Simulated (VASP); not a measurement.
# Be (P6_3/mmc) in VASP: notebook

Be is run at these levels: LDA; tasks: single point.

Program: VASP 6.6.1. These are calculated values, not measurements. Logs are shortened: lines on timing, memory, paths and dates and some standing lists are left out, and cuts for length are marked.

### 1 The cell of the first run

The structure is hexagonal, space group P6_3/mmc (No. 194). The conventional cell has a = 2.239 Å, b = 2.239 Å, c = 3.511 Å, α = 90.00°, β = 90.00°, γ = 120.00°. Be (site symmetry -6m2) has 12 Be at 2.18 to 2.24 Å within 2.9 Å.

### 2 Single point, LDA

Contents of INCAR:

```
SYSTEM = Be
ALGO = Normal
EDIFF = 1E-7
ENCUT = 520
ISIF = 2
ISMEAR = -1
LASPH = .TRUE.
LCHARG = .FALSE.
LREAL = .FALSE.
LWAVE = .FALSE.
NBANDS = 9
NELM = 100
PREC = Accurate
SIGMA = 0.05
```

Contents of KPOINTS:

```
k-points
0
G
  13 13 8
  0 0 0
```

Contents of POSCAR:

```
Be
1.0
    2.2386481342      0.0000000000      0.0000000000
   -1.1193240671      1.9387261544      0.0000000000
    0.0000000000      0.0000000000      3.5110325309
Be
2
Direct
    0.6666666667      0.3333333333      0.7500000000
    0.3333333333      0.6666666667      0.2500000000
```

Potentials or basis: VASP PAW LDA potentials, release 64 (Be).

Started as:

```bash
> cat potpaw_LDA.64/Be/POTCAR > POTCAR
> mpirun -np 1 vasp_std > vasp.out
```

OUTCAR:

```text
SYSTEM = Be
   EDIFF = 1E-7
   ENCUT = 520
   ISIF = 2
   ISMEAR = -1
   LASPH = .TRUE.
   LREAL = .FALSE.
   NELM = 100
   PREC = Accurate

 ion  position               nearest neighbor table
   1  0.667  0.333  0.750-   2 2.18   2 2.18   2 2.18   2 2.18   2 2.18   2 2.18
   2  0.333  0.667  0.250-   1 2.18   1 2.18   1 2.18   1 2.18   1 2.18   1 2.18

  LATTYP: Found a hexagonal cell.
 ALAT       =     2.2386481342
 C/A-ratio  =     1.5683717674

  Lattice vectors:

 A1 = (   2.2386481342,   0.0000000000,   0.0000000000)
 A2 = (  -1.1193240671,   1.9387261544,   0.0000000000)
 A3 = (   0.0000000000,   0.0000000000,   3.5110325309)

Analysis of symmetry for initial positions (statically):
=====================================================================
 Subroutine PRICEL returns:
 Original cell was already a primitive cell.

 Routine SETGRP: Setting up the symmetry group for a
 hexagonal supercell.

 Subroutine GETGRP returns: Found 24 space group operations
 (whereof 12 operations were pure point group operations)
 out of a pool of 24 trial point group operations.

The static configuration has the point symmetry D_3d.
 The point group associated with its full space group is D_6h.

Analysis of symmetry for dynamics (positions and initial velocities):
=====================================================================
 Subroutine PRICEL returns:
 Original cell was already a primitive cell.

 Routine SETGRP: Setting up the symmetry group for a
 hexagonal supercell.

 Subroutine GETGRP returns: Found 24 space group operations
 (whereof 12 operations were pure point group operations)
 out of a pool of 24 trial point group operations.

The dynamic configuration has the point symmetry D_3d.
 The point group associated with its full space group is D_6h.

 Subroutine INISYM returns: Found 24 space group operations
 (whereof 12 operations are pure point group operations),
 and found     1 'primitive' translations

----------------------------------------------------------------------------------------

                                     Primitive cell

  volume of cell :      15.2383

  direct lattice vectors                    reciprocal lattice vectors
     2.238648134  0.000000000  0.000000000     0.446698159  0.257901302  0.000000000
    -1.119324067  1.938726154  0.000000000     0.000000000  0.515802605  0.000000000
     0.000000000  0.000000000  3.511032531     0.000000000  0.000000000  0.284816501

  length of vectors
     2.238648134  2.238648134  3.511032531     0.515802605  0.515802605  0.284816501

  position of ions in fractional coordinates (direct lattice)
     0.666666667  0.333333333  0.750000000
     0.333333333  0.666666667  0.250000000

  ion indices of the primitive-cell ions
   primitive index   ion index
                 1           1
                 2           2

----------------------------------------------------------------------------------------

 KPOINTS: k-points

Automatic generation of k-mesh.
 Grid dimensions read from file:
 generate k-points for:   13   13    8

 Generating k-lattice:

  Cartesian coordinates                     Fractional coordinates (reciprocal lattice)
     0.034361397  0.019838562  0.000000000     0.076923077  0.000000000  0.000000000
     0.000000000  0.039677123  0.000000000     0.000000000  0.076923077  0.000000000
     0.000000000  0.000000000  0.035602063     0.000000000  0.000000000  0.125000000

  Length of vectors
     0.039677123  0.039677123  0.035602063

  Shift w.r.t. Gamma in fractional coordinates (k-lattice)
     0.000000000  0.000000000  0.000000000

 Subroutine IBZKPT returns following result:
 ===========================================

 Found    105 irreducible k-points:

 Following reciprocal coordinates:
            Coordinates               Weight
  0.000000  0.000000  0.000000      1.000000
  0.076923  0.000000  0.000000      6.000000
  0.153846  0.000000  0.000000      6.000000
  0.230769  0.000000  0.000000      6.000000
  0.307692  0.000000  0.000000      6.000000
  0.384615  0.000000  0.000000      6.000000
[... 16 lines left out ...]
  0.076923  0.000000  0.125000     12.000000
  0.153846  0.000000  0.125000     12.000000
 [... further k-points ...]
   k-points           NKPTS =    105   k-points in BZ     NKDIM =    105   number of bands    NBANDS=      9
   number of dos      NEDOS =    301   number of ions     NIONS =      2
   total plane-waves  NPLWV =   9072
   dimension x,y,z NGX =    18 NGY =   18 NGZ =   28
   dimension x,y,z NGXF=    36 NGYF=   36 NGZF=   56
   ions per type =               2
   NGX,Y,Z   is equivalent  to a cutoff of  13.37, 13.37, 13.26 a.u.
   NGXF,Y,Z  is equivalent  to a cutoff of  26.73, 26.73, 26.52 a.u.
 SYSTEM =  Be
   PREC   = accura    normal or accurate (medium, high low for compatibility)
   ISTART =      0    job   : 0-new  1-cont  2-samecut
   ICHARG =      2    charge: 1-file 2-atom 10-const
   ISPIN  =      1    spin polarized calculation?
   LNONCOLLINEAR =      F non collinear calculations
   LSORBIT =      F    spin-orbit coupling
   LASPH  =      T    aspherical Exc in radial PAW
   ENCUT  =  520.0 eV  38.22 Ry    6.18 a.u.   4.16  4.16  6.53*2*pi/ulx,y,z
   NELM   =    100;   NELMIN=  2; NELMDL= -5     # of ELM steps
   EDIFF  = 0.1E-06   stopping-criterion for ELM
   LREAL  =      F    real-space projection
   EDIFFG = 0.1E-05   stopping-criterion for IOM
   NSW    =      0    number of steps for IOM
   IBRION =     -1    ionic relax: 0-MD 1-quasi-New 2-CG
   NFREE  =      0    steps in history (QN), initial steepest desc. (CG)
   ISIF   =      2    stress and relaxation
   ISYM   =      2    0-nonsym 1-usesym 2-fastsym
   POTIM  = 0.5000    time-step for ionic-motion
   TEBEG  =    0.0;   TEEND  =   0.0 temperature during run
   PSTRESS=    0.0 pullay stress
   NELECT =       4.0000    total number of electrons
   NUPDOWN=      -1.0000    fix difference up-down
   EMIN   =  10.00;   EMAX   =-10.00  energy-range for DOS
   EFERMI =   0.00;   METHOD = LEGACY
   ISMEAR =    -1;   SIGMA  =   0.05  broadening in eV -4-tet -1-fermi 0-gaus
   EFERMI_NEDOS =   21; number of points for ismear=-14 and -15
   IALGO  =     38    algorithm
   IMIX   =      4    mixing-type and parameters
     AMIX     =   0.40;   BMIX     =  1.00
     AMIX_MAG =   1.60;   BMIX_MAG =  1.00
  volume/ion in A,a.u.               =       7.62        51.42
  Fermi-wavevector in a.u.,A,eV,Ry     =   1.048212  1.980833 14.949378  1.098748
  Thomas-Fermi vector in A             =   2.183124
   LORBIT       =      0    0 simple, 1 ext, 2 COOP (PROOUT), +10 PAW based schemes
   GGA     = CA    functional components
   LHFCALC =     F    Hartree Fock is set to
   AEXX    =    0.0000 exact exchange contribution
   IVDW    =     0    specifies the selected vdW correction
   LEPSILON=     F    determine dielectric tensor
   LRPA    =     F    only Hartree local field effects (RPA)
 non-spin polarized calculation
  energy-cutoff  :      520.00
  volume of cell :       15.24
 maximum number of plane-waves:       424
 NGX is ok and might be reduce to    18
   NGX =  9   NGY =  9   NGZ = 13

 number of electron       4.0000000 magnetization

 Free energy of the ion-electron system (eV)
  ---------------------------------------------------
  ext. energy  EPLUGINS =         0.00000000
  ---------------------------------------------------
  free energy    TOTEN  =        -8.41645511 eV

  energy without entropy =       -8.41547522  energy(sigma->0) =       -8.41596516

 E-fermi :   6.8919     XC(G=0): -10.7433

 val. band max:        6.8065786748   @ k =   0.2308   0.1538   0.0000
 cond. band min:       6.9768369496   @ k =   0.3077   0.1538   0.0000
 fundamental gap:      0.1702582749
 Fermi energy:         6.8919405743

 k-point     1 :       0.0000    0.0000    0.0000
  band No.  band energies     occupation
      1      -4.3272      2.00000
      2       2.5382      2.00000
      3       8.4999      0.00000
      4      23.1901      0.00000
      5      23.1901      0.00000
      6      26.1210      0.00000
      7      26.1210      0.00000
      8      28.3415      0.00000
      9      34.8674      0.00000

 k-point     2 :       0.0769    0.0000    0.0000
  band No.  band energies     occupation
      1      -4.1583      2.00000
      2       2.7656      2.00000
      3       8.5342      0.00000
      4      21.8845      0.00000
      5      22.2304      0.00000
      6      26.1454      0.00000
      7      26.5642      0.00000
      8      27.9950      0.00000
      9      32.4945      0.00000

 k-point     3 :       0.1538    0.0000    0.0000
  band No.  band energies     occupation
      1      -3.6508      2.00000
      2       3.4464      2.00000
      3       8.6099      0.00000
      4      19.0523      0.00000
      5      20.5856      0.00000
      6      25.9678      0.00000
      7      26.6335      0.00000
      8      26.6835      0.00000
      9      29.4370      0.00000

 k-point     4 :       0.2308    0.0000    0.0000
  band No.  band energies     occupation
      1      -2.8040      2.00000
      2       4.5754      2.00000
      3       8.5813      0.00000
      4      16.1062      0.00000
      5      19.0563      0.00000
      6      24.0597      0.00000
      7      24.5705      0.00000
      8      26.0251      0.00000
      9      27.5923      0.00000
[... 205 lines left out ...]
 k-point    22 :       0.0000    0.0000    0.1250
  band No.  band energies     occupation
      1      -4.1915      2.00000
      2       1.8213      2.00000
      3       9.5411      0.00000
      4      23.3156      0.00000
      5      23.3156      0.00000
      6      26.0715      0.00000
      7      26.0715      0.00000
      8      27.3549      0.00000
      9      35.5780      0.00000

 k-point    23 :       0.0769    0.0000    0.1250
  band No.  band energies     occupation
      1      -4.0224      2.00000
      2       2.0295      2.00000
      3       9.5928      0.00000
      4      22.0182      0.00000
      5      22.3719      0.00000
      6      25.9536      0.00000
      7      26.4039      0.00000
      8      27.2145      0.00000
      9      32.4652      0.00000

 k-point    24 :       0.1538    0.0000    0.1250
  band No.  band energies     occupation
      1      -3.5145      2.00000
      2       2.6471      2.00000
      3       9.7226      0.00000
      4      19.1816      0.00000
      5      20.7426      0.00000
      6      25.3954      0.00000
      7      26.2026      0.00000
      8      26.2655      0.00000
      9      29.6840      0.00000

 [... further k-points ...]

------------------------ aborting loop because EDIFF is reached ----------------------------------------

  FORCE on cell =-STRESS in cart. coord.  units (eV):
  Direction    XX          YY          ZZ          XY          YZ          ZX
  --------------------------------------------------------------------------------------
  -------------------------------------------------------------------------------------
  Total       -0.0575862     -0.0575862     -0.0639934      0.0000000      0.0000000      0.0000000
  in kB       -6.0546847     -6.0546847     -6.7283494      0.0000000      0.0000000      0.0000000
  external PRESSURE =      -6.2792396 kB  Pullay stress =       0.0000000 kB

 VOLUME and BASIS-vectors are now :
 -----------------------------------------------------------------------------
  energy-cutoff  :      520.00
  volume of cell :       15.24
      direct lattice vectors                 reciprocal lattice vectors
     2.238648134  0.000000000  0.000000000     0.446698159  0.257901302  0.000000000
    -1.119324067  1.938726154  0.000000000     0.000000000  0.515802605  0.000000000
     0.000000000  0.000000000  3.511032531     0.000000000  0.000000000  0.284816501

 POSITION                                       TOTAL-FORCE (eV/Angst)
 -----------------------------------------------------------------------------------
      1.11932      0.64624      2.63327         0.000000      0.000000      0.000000
     -0.00000      1.29248      0.87776        -0.000000     -0.000000      0.000000
 -----------------------------------------------------------------------------------
    total drift:                                0.000000     -0.000000      0.000000

  FREE ENERGIE OF THE ION-ELECTRON SYSTEM (eV)
  ---------------------------------------------------
  free  energy   TOTEN  =        -8.4164551094 eV

  energy  without entropy=       -8.4154752179  energy(sigma->0) =       -8.41596516
```

Run time: 16 s. Hardware: 1 thread of Intel Xeon 8259CL, shared host; peak memory 0.12 GiB.

Results:

| Property | Result |
| --- | --- |
| Free energy | -8.4165 eV |
| Pressure | -0.6 GPa |
| Band gap on the k mesh | zero (bands 2 and 3 overlap by 1.63 eV) |

Levels at points of the mesh, in eV from the Fermi level:
```tsv
k point	band 1	band 2	band 3	band 4	band 5	band 6
(0.00, 0.00, 0.00)	-11.22	-4.35	1.61	16.30	16.30	19.23
(0.00, 0.00, 0.50)	-9.05	-9.05	11.28	11.28	17.98	17.98
```

### 3 Single point, LDA

This run uses another cell than the first one, of 7.78 Å³/atom.

Contents of INCAR:

```
PREC = Accurate
ENCUT = 520
EDIFF = 1E-6
ISMEAR = -1
SIGMA = 0.05
LREAL = F
LASPH = T
NELM = 60
ALGO = Normal
ISIF = 2
LWAVE = F
LCHARG = F
NBANDS = 9
```

Contents of KPOINTS:

```
Automatic mesh
0
Gamma
  13 13 8
```

Contents of POSCAR:

```
Be
1.0
    2.2544137814      0.0000000000      0.0000000000
   -1.1272068907      1.9523796054      0.0000000000
    0.0000000000      0.0000000000      3.5357589267
Be
2
Direct
    0.6666666667      0.3333333333      0.7500000000
    0.3333333333      0.6666666667      0.2500000000
```

Potentials or basis: VASP PAW LDA potentials, release 64 (Be).

Started as:

```bash
> cat potpaw_LDA.64/Be/POTCAR > POTCAR
> mpirun -np 1 vasp_std > vasp.out
```

Run time: 15 s. Hardware: 1 thread of Intel Xeon 8259CL, shared host; peak memory 0.12 GiB.

The run converged. Its results:

```
Free energy            : -8.4125 eV
Pressure               : -3.3 GPa
Band gap on the k mesh : zero (bands 2 and 3 overlap by 1.61 eV)
```

Stress tensor (GPa, compression positive):
```
-3.10  0.00  0.00
 0.00 -3.10  0.00
 0.00  0.00 -3.56
```

Levels at points of the mesh, in eV from the Fermi level:
| k point | band 1 | band 2 | band 3 | band 4 | band 5 |
| --- | --- | --- | --- | --- | --- |
| (0.00, 0.00, 0.00) | -11.11 | -4.29 | 1.52 | 16.02 | 16.02 |
| (0.00, 0.00, 0.50) | -8.96 | -8.96 | 11.09 | 11.09 | 17.68 |

Caveat: the cell stands under tension.
